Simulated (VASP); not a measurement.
# CuO in VASP: single point with PBE

Aim: the single point of CuO with PBE.

Everything below comes from runs of VASP 6.6.1. Logs are shortened: lines on timing, memory, paths and dates and some standing lists are left out, and cuts for length are marked.

**1. The cell of the first run**

The cell holds a slab with vacuum, 8 atoms: a = 2.949 Å, b = 2.949 Å, c = 26.015 Å, α = 90.00°, β = 90.00°, γ = 89.75°.

**2. Single point, PBE**

Contents of INCAR:

```
ALGO = Normal ; DIPOL = 0.5 0.5 0.499
EDIFF = 1E-6 ; ENCUT = 520
GGA = PE ; IDIPOL = 3
ISIF = 2 ; ISMEAR = 0
LASPH = T ; LCHARG = T
LDIPOL = T ; LELF = T
LREAL = F ; LVACPOTAV = T
LVHAR = T ; LWAVE = F
NBANDS = 44 ; NELM = 100
PREC = Accurate ; SIGMA = 0.1
```

Contents of KPOINTS:

```
k-points
0
Gamma
  10 10 1
```

Contents of POSCAR:

```
CuO
1.0
    2.9486966771      0.0000000000      0.0000000000
    0.0129800001      2.9486681083      0.0000000000
    0.0000000000      0.0000000000     26.0148310884
O Cu
4 4
Direct
    0.5057974922      0.5057743909      0.3267366977
    0.5057982930      0.5058213943      0.4257442990
    0.5058405758      0.5058224699      0.5246470208
    0.5058417503      0.5058440763      0.6239610790
    0.0057978926      0.5057978926      0.3762404983
    0.5058217947      0.0058217947      0.4752480997
    0.0058408300      0.5058328441      0.5741741347
    0.5058468203      0.0058437375      0.6691488977
```

Potentials or basis: VASP PAW PBE potentials, release 64 (O, Cu).

The run is started by

```
$ cat potpaw_PBE.64/O/POTCAR potpaw_PBE.64/Cu/POTCAR > POTCAR
$ mpirun -np 1 vasp_std > vasp.out
```

OUTCAR:

```text
EDIFF = 1E-6
   ENCUT = 520
   GGA = PE
   ISIF = 2
   ISMEAR = 0
   LASPH = T
   LREAL = F
   NELM = 100
   PREC = Accurate

 ion  position               nearest neighbor table
   1  0.506  0.506  0.327-   5 1.96   5 1.96
   2  0.506  0.506  0.426-   6 1.96   5 1.96   6 1.96   5 1.96
   3  0.506  0.506  0.525-   6 1.96   6 1.96   7 1.96   7 1.96
   4  0.506  0.506  0.624-   8 1.89   8 1.89   7 1.96   7 1.96
   5  0.006  0.506  0.376-   1 1.96   2 1.96   1 1.96   2 1.96
   6  0.506  0.006  0.475-   3 1.96   3 1.96   2 1.96   2 1.96
   7  0.006  0.506  0.574-   3 1.96   3 1.96   4 1.96   4 1.96
   8  0.506  0.006  0.669-   4 1.89   4 1.89

  LATTYP: Found a base centered orthorhombic cell.
 ALAT       =     4.1608984631
 B/A-ratio  =     1.0044116762
 C/A-ratio  =     6.2522148327

  Lattice vectors:

 A1 = (  -0.0129800001,  -2.9486681083,   0.0000000000)
 A2 = (   2.9486966771,   0.0000000000,   0.0000000000)
 A3 = (   0.0000000000,   0.0000000000,  26.0148310884)

Analysis of symmetry for initial positions (statically):
=====================================================================
 Subroutine PRICEL returns:
 Original cell was already a primitive cell.

 Routine SETGRP: Setting up the symmetry group for a
 base centered orthorhombic supercell.

 Subroutine GETGRP returns: Found  1 space group operations
 (whereof  1 operations were pure point group operations)
 out of a pool of  8 trial point group operations.

The static configuration has the point symmetry C_1 .

Analysis of symmetry for dynamics (positions and initial velocities):
=====================================================================
 Subroutine PRICEL returns:
 Original cell was already a primitive cell.

 Routine SETGRP: Setting up the symmetry group for a
 base centered orthorhombic supercell.

 Subroutine GETGRP returns: Found  1 space group operations
 (whereof  1 operations were pure point group operations)
 out of a pool of  8 trial point group operations.

The dynamic configuration has the point symmetry C_1 .

 Subroutine INISYM returns: Found  1 space group operations
 (whereof  1 operations are pure point group operations),
 and found     1 'primitive' translations

----------------------------------------------------------------------------------------

                                     Primitive cell

  volume of cell :     226.1919

  direct lattice vectors                    reciprocal lattice vectors
     2.948696677  0.000000000  0.000000000     0.339132881 -0.001492859  0.000000000
     0.012980000  2.948668108  0.000000000     0.000000000  0.339136167  0.000000000
     0.000000000  0.000000000 26.014831088     0.000000000  0.000000000  0.038439611

  length of vectors
     2.948696677  2.948696677 26.014831088     0.339136167  0.339136167  0.038439611

  position of ions in fractional coordinates (direct lattice)
     0.505797492  0.505774391  0.326736698
     0.505798293  0.505821394  0.425744299
     0.505840576  0.505822470  0.524647021
     0.505841750  0.505844076  0.623961079
     0.005797893  0.505797893  0.376240498
     0.505821795  0.005821795  0.475248100
     0.005840830  0.505832844  0.574174135
     0.505846820  0.005843738  0.669148898

  ion indices of the primitive-cell ions
   primitive index   ion index
                 1           1
                 2           2
                 3           3
                 4           4
                 5           5
                 6           6
                 7           7
                 8           8

----------------------------------------------------------------------------------------

 KPOINTS: k-points

Automatic generation of k-mesh.
 Grid dimensions read from file:
 generate k-points for:   10   10    1

 Generating k-lattice:

  Cartesian coordinates                     Fractional coordinates (reciprocal lattice)
     0.033913288 -0.000149286  0.000000000     0.100000000  0.000000000  0.000000000
     0.000000000  0.033913617  0.000000000     0.000000000  0.100000000  0.000000000
     0.000000000  0.000000000  0.038439611     0.000000000  0.000000000  1.000000000

  Length of vectors
     0.033913617  0.033913617  0.038439611

  Shift w.r.t. Gamma in fractional coordinates (k-lattice)
     0.000000000  0.000000000  0.000000000

 Subroutine IBZKPT returns following result:
 ===========================================

 Found     52 irreducible k-points:

 Following reciprocal coordinates:
            Coordinates               Weight
  0.000000  0.000000  0.000000      1.000000
  0.100000 -0.000000  0.000000      2.000000
  0.000000 -0.100000  0.000000      2.000000
  0.200000 -0.000000  0.000000      2.000000
  0.000000 -0.200000  0.000000      2.000000
  0.300000  0.000000  0.000000      2.000000
[... 16 lines left out ...]
 -0.300000  0.100000  0.000000      2.000000
 -0.100000  0.300000  0.000000      2.000000
 [... further k-points ...]
   k-points           NKPTS =     52   k-points in BZ     NKDIM =     52   number of bands    NBANDS=     44
   number of dos      NEDOS =    301   number of ions     NIONS =      8
   total plane-waves  NPLWV = 112896
   dimension x,y,z NGX =    24 NGY =   24 NGZ =  196
   dimension x,y,z NGXF=    48 NGYF=   48 NGZF=  392
   ions per type =               4   4
   NGX,Y,Z   is equivalent  to a cutoff of  13.53, 13.53, 12.53 a.u.
   NGXF,Y,Z  is equivalent  to a cutoff of  27.06, 27.06, 25.05 a.u.
 SYSTEM =  unknown system
   PREC   = accura    normal or accurate (medium, high low for compatibility)
   ISTART =      0    job   : 0-new  1-cont  2-samecut
   ICHARG =      2    charge: 1-file 2-atom 10-const
   ISPIN  =      1    spin polarized calculation?
   LNONCOLLINEAR =      F non collinear calculations
   LSORBIT =      F    spin-orbit coupling
   LASPH  =      T    aspherical Exc in radial PAW
   ENCUT  =  520.0 eV  38.22 Ry    6.18 a.u.   5.48  5.48 48.37*2*pi/ulx,y,z
   NELM   =    100;   NELMIN=  2; NELMDL= -5     # of ELM steps
   EDIFF  = 0.1E-05   stopping-criterion for ELM
   LREAL  =      F    real-space projection
   EDIFFG = 0.1E-04   stopping-criterion for IOM
   NSW    =      0    number of steps for IOM
   IBRION =     -1    ionic relax: 0-MD 1-quasi-New 2-CG
   NFREE  =      0    steps in history (QN), initial steepest desc. (CG)
   ISIF   =      2    stress and relaxation
   ISYM   =      2    0-nonsym 1-usesym 2-fastsym
   POTIM  = 0.5000    time-step for ionic-motion
   TEBEG  =    0.0;   TEEND  =   0.0 temperature during run
   PSTRESS=    0.0 pullay stress
   NELECT =      68.0000    total number of electrons
   NUPDOWN=      -1.0000    fix difference up-down
   EMIN   =  10.00;   EMAX   =-10.00  energy-range for DOS
   EFERMI =   0.00;   METHOD = LEGACY
   ISMEAR =     0;   SIGMA  =   0.10  broadening in eV -4-tet -1-fermi 0-gaus
   EFERMI_NEDOS =   21; number of points for ismear=-14 and -15
   IALGO  =     38    algorithm
   IMIX   =      4    mixing-type and parameters
     AMIX     =   0.40;   BMIX     =  1.00
     AMIX_MAG =   1.60;   BMIX_MAG =  1.00
  volume/ion in A,a.u.               =      28.27       190.80
  Fermi-wavevector in a.u.,A,eV,Ry     =   1.096694  2.072451 16.364240  1.202738
  Thomas-Fermi vector in A             =   2.233041
   LORBIT       =      0    0 simple, 1 ext, 2 COOP (PROOUT), +10 PAW based schemes
   GGA     = PE    functional components
   LHFCALC =     F    Hartree Fock is set to
   AEXX    =    0.0000 exact exchange contribution
   IVDW    =     0    specifies the selected vdW correction
   LEPSILON=     F    determine dielectric tensor
   LRPA    =     F    only Hartree local field effects (RPA)
 non-spin polarized calculation
 Gauss-broadening in eV      SIGMA  =   0.10
  energy-cutoff  :      520.00
  volume of cell :      226.19
 maximum number of plane-waves:      6161
 NGX is ok and might be reduce to    24
   NGX = 11   NGY = 11   NGZ = 97

 dipolmoment           0.000000      0.000000      0.040588 electrons x Angstroem

 number of electron      67.9999988 magnetization

 dipolmoment           0.000000      0.000000     -0.193780 electrons x Angstroem

 Free energy of the ion-electron system (eV)
  ---------------------------------------------------
  ext. energy  EPLUGINS =         0.00000000
  ---------------------------------------------------
  free energy    TOTEN  =       -36.75508334 eV

  energy without entropy =      -36.71534795  energy(sigma->0) =      -36.73521564

 E-fermi :  -2.1480     XC(G=0):  -5.1619

 val. band max:       -2.1493047672   @ k =  -0.3000   0.1000   0.0000
 cond. band min:      -2.1469542356   @ k =   0.3000   0.1000   0.0000
 fundamental gap:      0.0023505315
 Fermi energy:        -2.1480353224

 k-point     1 :       0.0000    0.0000    0.0000
  band No.  band energies     occupation
      1     -21.7509      2.00000
      2     -21.3830      2.00000
      3     -20.8203      2.00000
      4     -18.9459      2.00000
      5      -9.7264      2.00000
      6      -8.4965      2.00000
[... 36 lines left out ...]
     43       4.5694      0.00000
     44       5.8179      0.00000

 k-point     2 :       0.1000   -0.0000    0.0000
  band No.  band energies     occupation
      1     -21.7027      2.00000
      2     -21.3489      2.00000
      3     -20.7932      2.00000
      4     -18.9205      2.00000
      5      -9.6466      2.00000
      6      -8.4942      2.00000
[... 36 lines left out ...]
     43       4.7889      0.00000
     44       5.9598      0.00000

 k-point     3 :       0.0000   -0.1000    0.0000
  band No.  band energies     occupation
      1     -21.7079      2.00000
      2     -21.3423      2.00000
      3     -20.7990      2.00000
      4     -18.9184      2.00000
      5      -9.6457      2.00000
      6      -8.4606      2.00000
[... 36 lines left out ...]
     43       4.7709      0.00000
     44       5.9593      0.00000

 k-point     4 :       0.2000   -0.0000    0.0000
  band No.  band energies     occupation
      1     -21.5733      2.00000
      2     -21.2601      2.00000
      3     -20.7199      2.00000
      4     -18.8514      2.00000
      5      -9.4330      2.00000
      6      -8.4964      2.00000
[... 882 lines left out ...]
     43       5.9772      0.00000
     44       6.1814      0.00000

 k-point    23 :      -0.3000    0.1000    0.0000
  band No.  band energies     occupation
      1     -21.3663      2.00000
      2     -21.1133      2.00000
      3     -20.6066      2.00000
      4     -18.7349      2.00000
      5      -9.0782      2.00000
      6      -8.4195      2.00000
[... 36 lines left out ...]
     43       5.3114      0.00000
     44       6.6396      0.00000

 k-point    24 :      -0.1000    0.3000    0.0000
  band No.  band energies     occupation
      1     -21.4063      2.00000
      2     -21.0565      2.00000
      3     -20.6473      2.00000
      4     -18.7289      2.00000
      5      -9.0792      2.00000
      6      -8.3571      2.00000
[... 36 lines left out ...]
     43       5.6209      0.00000
     44       6.3110      0.00000

 [... further k-points ...]

------------------------ aborting loop because EDIFF is reached ----------------------------------------

  FORCE on cell =-STRESS in cart. coord.  units (eV):
  Direction    XX          YY          ZZ          XY          YZ          ZX
  --------------------------------------------------------------------------------------
  -------------------------------------------------------------------------------------
  Total       -4.4816283      1.5844032     -2.6714270     -0.0050877      0.0002182      0.0004016
  in kB      -31.7445675     11.2227503    -18.9224295     -0.0360375      0.0015456      0.0028446
  external PRESSURE =     -13.1480822 kB  Pullay stress =       0.0000000 kB

 VOLUME and BASIS-vectors are now :
 -----------------------------------------------------------------------------
  energy-cutoff  :      520.00
  volume of cell :      226.19
      direct lattice vectors                 reciprocal lattice vectors
     2.948696677  0.000000000  0.000000000     0.339132881 -0.001492859  0.000000000
     0.012980000  2.948668108  0.000000000     0.000000000  0.339136167  0.000000000
     0.000000000  0.000000000 26.014831088     0.000000000  0.000000000  0.038439611

 POSITION                                       TOTAL-FORCE (eV/Angst)
 -----------------------------------------------------------------------------------
      1.49801      1.49136      8.50000         0.000789      0.000923      2.078733
      1.49801      1.49150     11.07567         0.000948      0.000831     -0.199591
      1.49814      1.49150     13.64860         0.000894      0.000852     -0.002584
      1.49814      1.49157     16.23224         0.000904      0.000927     -0.007920
      0.02366      1.49143      9.78783        -0.001141     -0.001188     -1.892321
      1.49159      0.01717     12.36350        -0.000891     -0.000906     -0.046669
      0.02379      1.49153     14.93704        -0.000649     -0.000576     -0.003016
      1.49166      0.01723     17.40780        -0.000854     -0.000864      0.073369
 -----------------------------------------------------------------------------------
    total drift:                               -0.003844     -0.003693     -0.002097

  FREE ENERGIE OF THE ION-ELECTRON SYSTEM (eV)
  ---------------------------------------------------
  free  energy   TOTEN  =       -36.7550833362 eV

  energy  without entropy=      -36.7153479496  energy(sigma->0) =      -36.73521564

 vacuum level on the upper side and lower side of the slab         2.333         6.365
```

It took 21 min on 1 thread of Intel Xeon Platinum 8259CL at 2.50GHz (Skylake/Cascade Lake), shared host; peak memory 0.59 GiB.

What came out:

* Free energy: -36.7551 eV
* Largest force: 2.079 eV/Å
* Band gap on the k mesh: zero (band 34 reaches -1.91 eV, above the bottom of band 35 at -2.32 eV)

Forces on the atoms (eV/Å):
```
O    0.001  0.001  2.079
O    0.001  0.001 -0.200
O    0.001  0.001 -0.003
O    0.001  0.001 -0.008
Cu  -0.001 -0.001 -1.892
Cu  -0.001 -0.001 -0.047
Cu  -0.001 -0.001 -0.003
Cu  -0.001 -0.001  0.073
```

Caveat: semilocal functionals often make such compounds metallic where correlation or magnetic order opens a gap, which also shifts bond lengths.
